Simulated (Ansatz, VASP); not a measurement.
## One calculation of WSe2, two programs

```
CELL_PARAMETERS angstrom
1.65107 0.95325 6.57965
-1.65107 0.95325 6.57965
0.00000 -1.90650 6.57965
ATOMIC_POSITIONS crystal
W 0.99998 0.99998 0.99998
Se 0.41765 0.41765 0.41765
Se 0.24903 0.24903 0.24903
```

Alike in both runs: task single point; functional LDA; k mesh 10 × 10 × 10; no spin polarisation.

```csv
,VASP,Ansatz
version,VASP 6.6.1,Ansatz 0.2.0
potentials or method,"VASP PAW LDA potentials, release 64 (W_sv, Se)","plane waves, PAW"
plane-wave cutoff (eV),520,420
occupations,"gaussian, width 0.01 eV",fixed
valence electrons in the cell,26,46
```

VASP gave:

| Quantity | Value |
| --- | --- |
| gap on the k mesh at the Fermi level (eV) | 1.02 |
| pressure (GPa) | -3.5 |
| traceless stress, the component that is largest in VASP (GPa) | 0.88 |
| rms of the force components (eV/Å) | 0.084 |

What did Ansatz give for the same quantities?

gap on the k mesh at the Fermi level (eV): 1.03; pressure (GPa): -4.1; traceless stress, the component that is largest in VASP (GPa): 0.76; rms of the force components (eV/Å): 0.128.

LDA's correlation is that of Perdew and Zunger in VASP and of Perdew and Wang (1992) in Ansatz. Atom by atom the forces differ by 0.044 eV/Å (rms over components). VASP's potentials hold 26 valence electrons a cell and Ansatz's 46, so a difference there can come from the potentials and not from the codes.

Neither program's run includes spin-orbit coupling.
